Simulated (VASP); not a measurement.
# H (I4/mmm) in VASP: single point with PBEsol

Aim: the single point of H with PBEsol.

All numbers are computed with VASP 6.6.1; they aren't measurements. Logs are shortened: lines on timing, memory, paths and dates and some standing lists are left out, and cuts for length are marked.

### Step 1. The cell of the first run

Symmetry: I4/mmm, No. 139, tetragonal system. The conventional cell has a = 3.053 Å, b = 3.053 Å, c = 6.068 Å, α = 90.00°, β = 90.00°, γ = 90.00°. Within 2.8 Å of H (site symmetry -4m2) lie 8 H at 2.15 to 2.16 Å. H (site symmetry 4/mmm) has 8 H at 2.15 Å within 2.8 Å.

### Step 2. Single point, PBEsol

Input file INCAR:

```
SYSTEM = H
PREC = Accurate
ENCUT = 520
EDIFF = 1E-6
ISMEAR = 1
SIGMA = 0.1
LREAL = .False.
LASPH = .True.
NELM = 100
ALGO = Normal
ISIF = 2
LWAVE = .False.
LCHARG = .False.
GGA = PS
NBANDS = 8
```

Input file KPOINTS:

```
regular mesh
0
Gamma
  11 11 11
  0 0 0
```

Input file POSCAR:

```
H
1.0
   -1.5265120000      1.5265120000      3.0340320000
    1.5265120000     -1.5265120000      3.0340320000
    1.5265120000      1.5265120000     -3.0340320000
H
3
Direct
    0.7500000000      0.2500000000      0.5000000000
    0.2500000000      0.7500000000      0.5000000000
    0.5000000000      0.5000000000      0.0000000000
```

Potentials or basis: VASP PAW PBE potentials, release 64 (H).

Launch:

```console
$ cat potpaw_PBE.64/H/POTCAR > POTCAR
$ mpirun -np 1 vasp_std > vasp.out
```

OUTCAR:

```text
SYSTEM = H
   PREC = Accurate
   ENCUT = 520
   EDIFF = 1E-6
   ISMEAR = 1
   LREAL = .False.
   LASPH = .True.
   NELM = 100
   ISIF = 2
   GGA = PS

 ion  position               nearest neighbor table
   1  0.750  0.250  0.500-
   2  0.250  0.750  0.500-
   3  0.500  0.500  0.000-

  LATTYP: Found a body centered tetragonal cell.
 ALAT       =     3.0530240000
 C/A-ratio  =     1.9875585649

  Lattice vectors:

 A1 = (  -1.5265120000,   1.5265120000,   3.0340320000)
 A2 = (   1.5265120000,  -1.5265120000,   3.0340320000)
 A3 = (   1.5265120000,   1.5265120000,  -3.0340320000)

Analysis of symmetry for initial positions (statically):
=====================================================================
 Subroutine PRICEL returns:
 Original cell was already a primitive cell.

 Routine SETGRP: Setting up the symmetry group for a
 body centered tetragonal supercell.

 Subroutine GETGRP returns: Found 16 space group operations
 (whereof 16 operations were pure point group operations)
 out of a pool of 16 trial point group operations.

The static configuration has the point symmetry D_4h.

Analysis of symmetry for dynamics (positions and initial velocities):
=====================================================================
 Subroutine PRICEL returns:
 Original cell was already a primitive cell.

 Routine SETGRP: Setting up the symmetry group for a
 body centered tetragonal supercell.

 Subroutine GETGRP returns: Found 16 space group operations
 (whereof 16 operations were pure point group operations)
 out of a pool of 16 trial point group operations.

The dynamic configuration has the point symmetry D_4h.

 Subroutine INISYM returns: Found 16 space group operations
 (whereof 16 operations are pure point group operations),
 and found     1 'primitive' translations

----------------------------------------------------------------------------------------

                                     Primitive cell

  volume of cell :      28.2801

  direct lattice vectors                    reciprocal lattice vectors
[... 82 lines left out ...]
   ICHARG =      2    charge: 1-file 2-atom 10-const
   ISPIN  =      1    spin polarized calculation?
   LNONCOLLINEAR =      F non collinear calculations
   LSORBIT =      F    spin-orbit coupling
   LASPH  =      T    aspherical Exc in radial PAW
   ENCUT  =  520.0 eV  38.22 Ry    6.18 a.u.   6.92  6.92  6.92*2*pi/ulx,y,z
   NELM   =    100;   NELMIN=  2; NELMDL= -5     # of ELM steps
   EDIFF  = 0.1E-05   stopping-criterion for ELM
   LREAL  =      F    real-space projection
   EDIFFG = 0.1E-04   stopping-criterion for IOM
   NSW    =      0    number of steps for IOM
   IBRION =     -1    ionic relax: 0-MD 1-quasi-New 2-CG
   NFREE  =      0    steps in history (QN), initial steepest desc. (CG)
   ISIF   =      2    stress and relaxation
   ISYM   =      2    0-nonsym 1-usesym 2-fastsym
   POTIM  = 0.5000    time-step for ionic-motion
   TEBEG  =    0.0;   TEEND  =   0.0 temperature during run
   PSTRESS=    0.0 pullay stress
   NELECT =       3.0000    total number of electrons
   NUPDOWN=      -1.0000    fix difference up-down
   EMIN   =  10.00;   EMAX   =-10.00  energy-range for DOS
   EFERMI =   0.00;   METHOD = LEGACY
   ISMEAR =     1;   SIGMA  =   0.10  broadening in eV -4-tet -1-fermi 0-gaus
   EFERMI_NEDOS =   21; number of points for ismear=-14 and -15
   IALGO  =     38    algorithm
   IMIX   =      4    mixing-type and parameters
     AMIX     =   0.40;   BMIX     =  1.00
     AMIX_MAG =   1.60;   BMIX_MAG =  1.00
  volume/ion in A,a.u.               =       9.43        63.61
  Fermi-wavevector in a.u.,A,eV,Ry     =   0.774976  1.464493  8.171498  0.600588
  Thomas-Fermi vector in A             =   1.877146
   LORBIT       =      0    0 simple, 1 ext, 2 COOP (PROOUT), +10 PAW based schemes
   GGA     = PS    functional components
   LHFCALC =     F    Hartree Fock is set to
   AEXX    =    0.0000 exact exchange contribution
   IVDW    =     0    specifies the selected vdW correction
   LEPSILON=     F    determine dielectric tensor
   LRPA    =     F    only Hartree local field effects (RPA)
 non-spin polarized calculation
 Methfessel and Paxton  Order N= 1 SIGMA  =   0.10
  energy-cutoff  :      520.00
  volume of cell :       28.28
 maximum number of plane-waves:       782
   NGX = 13   NGY = 13   NGZ = 13

 number of electron       2.9999999 magnetization

 Free energy of the ion-electron system (eV)
  ---------------------------------------------------
  ext. energy  EPLUGINS =         0.00000000
  ---------------------------------------------------
  free energy    TOTEN  =        -4.66647585 eV

  energy without entropy =       -4.66599941  energy(sigma->0) =       -4.66631703

 E-fermi :  -3.1821     XC(G=0):  -7.4053

 val. band max:       -3.1872217687   @ k =  -0.2727   0.2727   0.1818
 cond. band min:      -3.1553143595   @ k =   0.3636   0.2727   0.0000
 fundamental gap:      0.0319074092
 Fermi energy:        -3.1821023001

 k-point     1 :       0.0000    0.0000    0.0000
  band No.  band energies     occupation
      1      -9.9206      2.00000
      2       0.7599      0.00000
      3       1.1640      0.00000
      4       9.2955      0.00000
      5      11.7699      0.00000
      6      12.5755      0.00000
      7      12.5755      0.00000
      8      14.1294      0.00000
[... 243 lines left out ...]
 k-point    24 :      -0.1818    0.1818    0.0000
  band No.  band energies     occupation
      1      -8.9793      2.00000
      2      -0.2710      0.00000
      3       0.4317      0.00000
      4       8.3296      0.00000
      5       9.3853      0.00000
      6       9.6870      0.00000
      7      10.7804      0.00000
      8      14.2670      0.00000

 [... further k-points ...]
[... 5 lines left out ...]
  --------------------------------------------------------------------------------------
  -------------------------------------------------------------------------------------
  Total       -3.1936666     -3.1936666     -3.3960595      0.0000000     -0.0000000      0.0000000
  in kB     -180.9337430   -180.9337430   -192.4000926      0.0000000     -0.0000000      0.0000000
  external PRESSURE =    -184.7558595 kB  Pullay stress =       0.0000000 kB

 VOLUME and BASIS-vectors are now :
 -----------------------------------------------------------------------------
  energy-cutoff  :      520.00
  volume of cell :       28.28
      direct lattice vectors                 reciprocal lattice vectors
    -1.526512000  1.526512000  3.034032000     0.000000000  0.327544101  0.164797207
     1.526512000 -1.526512000  3.034032000     0.327544101  0.000000000  0.164797207
     1.526512000  1.526512000 -3.034032000     0.327544101  0.327544101  0.000000000

 POSITION                                       TOTAL-FORCE (eV/Angst)
 -----------------------------------------------------------------------------------
      0.00000      1.52651      1.51702         0.000000      0.000000      0.000000
      1.52651      0.00000      1.51702        -0.000000     -0.000000      0.000000
      0.00000      0.00000      3.03403        -0.000000     -0.000000     -0.000000
 -----------------------------------------------------------------------------------
    total drift:                                0.000000      0.000000      0.000000

  FREE ENERGIE OF THE ION-ELECTRON SYSTEM (eV)
  ---------------------------------------------------
  free  energy   TOTEN  =        -4.6664758451 eV

  energy  without entropy=       -4.6659994145  energy(sigma->0) =       -4.66631703
```

OSZICAR:

```text
N       E                     dE             d eps       ncg     rms          rms(c)
DAV:   1    -0.277563863064E+01   -0.27756E+01   -0.93215E+02  2032   0.221E+02
DAV:   2    -0.463490499054E+01   -0.18593E+01   -0.17817E+01  2744   0.203E+01
DAV:   3    -0.466351098188E+01   -0.28606E-01   -0.28581E-01  2200   0.284E+00
DAV:   4    -0.466352366402E+01   -0.12682E-04   -0.12683E-04  3032   0.668E-02
DAV:   5    -0.466352366718E+01   -0.31594E-08   -0.29262E-08  2232   0.681E-04    0.103E+00
DAV:   6    -0.466525408407E+01   -0.17304E-02   -0.10982E-03  2168   0.189E-01    0.633E-01
DAV:   7    -0.466644349475E+01   -0.11894E-02   -0.23093E-03  2120   0.269E-01    0.250E-02
DAV:   8    -0.466646979479E+01   -0.26300E-04   -0.22408E-05  2592   0.326E-02    0.112E-02
DAV:   9    -0.466647586667E+01   -0.60719E-05   -0.46630E-06  2400   0.166E-02    0.127E-03
DAV:  10    -0.466647584515E+01    0.21526E-07   -0.42593E-08  1264   0.104E-03
   1 F= -.46664758E+01 E0= -.46663170E+01  d E =-.476431E-03
```

Run time: 46 s. Hardware: 1 thread of AMD EPYC 7R13, shared host; peak memory 0.13 GiB.

Results:

```yaml
Free_energy: -4.6665 eV
Pressure: -18.5 GPa
```

Levels at points of the mesh, in eV from the Fermi level:
```csv
k point,band 1,band 2,band 3,band 4,band 5
"(0.00, 0.00, 0.00)",-6.74,3.94,4.35,12.48,14.95
```

Caveat: the PAW data sets were made with another functional, which shifts forces and pressure a little.
